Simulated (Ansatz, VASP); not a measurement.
Pd in VASP and in Ansatz

```
Pd
1.0
     0.00000    1.95000    1.95000
     1.95000    0.00000    1.95000
     1.95000    1.95000    0.00000
Pd
1
Direct
  0.00000 0.00000 0.00000
```

Alike in both runs: task single point; functional PBE; k mesh 10 × 10 × 10; occupations fermi-dirac, width 0.1 eV; no spin polarisation.

|  | VASP | Ansatz |
| --- | --- | --- |
| version | VASP 6.6.1 | Ansatz 0.2.0 |
| potentials or method | VASP PAW PBE potentials, release 64 (Pd), cutoff 500 eV | PAW, plane waves, scalar-relativistic |
| valence electrons in the cell | 10 | 18 |

VASP gave:

| Property | Result |
| --- | --- |
| pressure (GPa) | 5.9 |

Question: What did Ansatz give for the same quantities?

Answer: Pressure (GPa): 6.2.

With one functional, cell and mesh, what is left measures potentials, basis and numerics. VASP's potentials hold 10 valence electrons a cell and Ansatz's 18, so a difference there can come from the potentials and not from the codes.
